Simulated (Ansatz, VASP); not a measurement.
# Ca: VASP beside Ansatz

The input INCAR:

```
SYSTEM = Ca
ALGO     = Normal         ! electronic algorithm
EDIFF    = 1E-6           ! SCF threshold, eV
ENCUT    = 520            ! plane-wave cutoff, eV
GGA      = PE             ! functional
ISIF     = 2              ! what is computed and relaxed
ISMEAR   = -1             ! smearing method
IVDW     = 13             ! dispersion correction
LASPH    = .TRUE.         ! aspherical terms in the spheres
LCHARG   = .FALSE.        ! write CHGCAR
LREAL    = .FALSE.        ! projectors in reciprocal space
LWAVE    = .FALSE.        ! write WAVECAR
NBANDS   = 11             ! bands
NELM     = 100            ! most SCF steps
PREC     = Accurate       ! precision mode
SIGMA    = 0.28           ! smearing width, eV
```

KPOINTS

```
k-points
0
G
  10 10 10
  0 0 0
```

The input POSCAR:

```
Ca
1.0
   -2.2400000000      2.2400000000      2.2400000000
    2.2400000000     -2.2400000000      2.2400000000
    2.2400000000      2.2400000000     -2.2400000000
Ca
1
Direct
    0.0000000000      0.0000000000      0.0000000000
```

Input for Ansatz:

```yaml
crystal:
  lattice:
    - [-2.24, 2.24, 2.24]
    - [2.24, -2.24, 2.24]
    - [2.24, 2.24, -2.24]
  atoms:
    - { symbol: Ca, position: [0.0, 0.0, 0.0] }
kpoints:
  mp_grid: { grid: [10, 10, 10] }
scf:
  occupations: { method: fermi_dirac, width: 0.28 }
  mixing: { preconditioner: kerker }
hamiltonian:
  xc: pbe
  pseudopotentials: { kind: all_electron, lapw: { basis_error: 0.00025 } }
  dispersion: d4
output:
  forces: true
  stress: true
  eigenvalues: true
```

Alike in both runs: task single point; functional PBE; dispersion D4; k mesh 10 × 10 × 10; occupations fermi-dirac, width 0.28 eV; no spin polarisation.

|  | VASP | Ansatz |
| --- | --- | --- |
| version | VASP 6.6.1 | Ansatz 0.2.0 |
| potentials or method | VASP PAW PBE potentials, release 64 (Ca_sv), cutoff 520 eV | all-electron LAPW, scalar-relativistic |

```csv
,VASP,Ansatz,Ansatz less VASP
gap on the k mesh at the Fermi level (eV),none,none,-
pressure (GPa),-1.5,-1.5,-0.01
```

A gap of «none» marks a metal or a gap that the smearing closes. Ansatz ran all-electron here, and VASP with PAW potentials.
